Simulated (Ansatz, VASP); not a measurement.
Si2Mo: VASP beside Ansatz

The input INCAR:

```
PREC = Accurate
ENCUT = 520
EDIFF = 1E-6
ISMEAR = -1
SIGMA = 0.05
LREAL = F
LASPH = T
NELM = 150
ALGO = Normal
ISIF = 2
LWAVE = F
LCHARG = F
LNONCOLLINEAR = T
MAGMOM = 0 0 0 0 0 0 0 0 0
LORBIT = 11
LSORBIT = T
GGA_COMPAT = F
LORBMOM = T
LMAXMIX = 4
GGA = PE
NBANDS = 35
```

The input KPOINTS:

```
regular mesh
0
Gamma
  9 9 9
```

File POSCAR:

```
Si2Mo
1.0
   -1.6000000000      1.6000000000      3.9305000000
    1.6000000000     -1.6000000000      3.9305000000
    1.6000000000      1.6000000000     -3.9305000000
Mo Si
1 2
Direct
    0.0000000000      0.0000000000      0.0000000000
    0.6670000000      0.6670000000      0.0000000000
    0.3330000000      0.3330000000      0.0000000000
```

The input input.yaml:

```yaml
crystal:
  lattice:
    - [-1.6, 1.6, 3.9305]
    - [1.6, -1.6, 3.9305]
    - [1.6, 1.6, -3.9305]
  atoms:
    - { symbol: Mo, position: [0.0, 0.0, 0.0] }
    - { symbol: Si, position: [0.667, 0.667, 0.0] }
    - { symbol: Si, position: [0.333, 0.333, 0.0] }
hamiltonian:
  xc: pbe
  pseudopotentials: { kind: paw_fr }
magnetization:
  noncollinear: true
  spin_orbit: true
kpoints:
  mp_grid: { grid: [9, 9, 9] }
  band_path:
    path:
      - [[0.0, 0.0, 0.0], [0.0, 0.0, 0.5], [-0.0828541695, 0.0828541695, 0.5], [-0.2914270847, 0.2914270847, 0.2914270847], [0.0, 0.0, 0.0], [0.5, 0.5, -0.5], [0.2914270847, 0.7085729153, -0.2914270847], [0.0, 0.5, 0.0], [0.25, 0.25, 0.25], [0.5, 0.5, -0.0828541695], [0.5, 0.5, -0.5]]
      - [[0.0, 0.0, 0.5], [0.25, 0.25, 0.25]]
    npoints: 14
scf:
  occupations: { method: fermi_dirac, width: 0.05 }
  n_extra_bands: 7
output:
  forces: true
  stress: true
  eigenvalues: true
  fatbands: true
```

Alike in both runs: functional PBE; k mesh 9 × 9 × 9; occupations fermi-dirac, width 0.05 eV; non-collinear spin, spin-orbit coupling.

|  | VASP | Ansatz |
| --- | --- | --- |
| version | VASP 6.6.1 | Ansatz 0.2.0 |
| potentials or method | VASP PAW PBE potentials, release 64 (Mo_sv, Si) | Ansatz PAW |
| plane-wave cutoff (eV) | 520 | 420 |
| valence electrons in the cell | 22 | 22 |
| task | single point | band structure |

|  | VASP | Ansatz | Ansatz less VASP |
| --- | --- | --- | --- |
| pressure (GPa) | 2.4 | 2.3 | -0.15 |
| traceless stress, the component that is largest in VASP (GPa) | -1.00 | -0.99 | +0.011 |
| rms of the force components (eV/Å) | 0.142 | 0.144 | +0.0022 |
| net moment per atom (μB) | 0.00 | 0.00 | 0.000 |

Atom by atom the forces differ by 0.002 eV/Å (rms over components).
